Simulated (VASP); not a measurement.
TiSn2Te3:

```
CELL_PARAMETERS angstrom
5.47751 0.00000 0.00000
-2.73875 4.74366 0.00000
0.00000 0.00000 6.39855
ATOMIC_POSITIONS crystal
Ti 0.00000 0.00000 0.00000
Sn 0.33333 0.66667 0.00000
Sn 0.66667 0.33333 0.00000
Te 0.33333 0.66667 0.50000
Te 0.66667 0.33333 0.50000
Te 0.00000 0.00000 0.50000
```

The cell was generated, and may not be a known phase.

```yaml
Program: VASP 6.6.1
Task: relaxation of cell and atoms
Functional: PBE
Potentials_or_basis: VASP PAW PBE potentials, release 64 (Ti_sv, Sn_d, Te)
Cutoff: 600 eV
k_mesh: 6 × 6 × 4
Occupations: gaussian, width 0.1 eV
Spin: no spin polarisation
```

At the start: pressure 0.2 GPa; volume 27.71 Å³/atom.

Task: How do energy, volume and symmetry change on relaxing?

Result: Over 5 steps the energy falls by 31.6 meV/atom and the volume is 27.51 Å³/atom (-0.7 %); space group P6/mmm (No. 191, to 0.1 Å) before and after.

Step by step:
```tsv
step	energy change (eV)	largest force (eV/Å)	pressure (GPa)	volume (Å³)
1	0.0000	0.0000	0.16	166.26
2	-0.1865	0.0000	-0.53	166.69
3	-0.1866	0.0000	-0.54	166.70
4	-0.1891	0.0000	0.18	164.46
5	-0.1895	0.0000	-0.01	165.03
```

Final structure:
```xyz
6
Lattice="5.5911 0.0000 0.0000 -2.7956 4.8420 0.0000 0.0000 0.0000 6.0960" Properties=species:S:1:pos:R:3 pbc="T T T"
Ti    0.0000    0.0000    0.0000
Sn    0.0000    3.2280    0.0000
Sn    2.7956    1.6140    6.0960
Te    0.0000    3.2280    3.0480
Te    2.7956    1.6140    3.0480
Te    0.0000    0.0000    3.0480
```
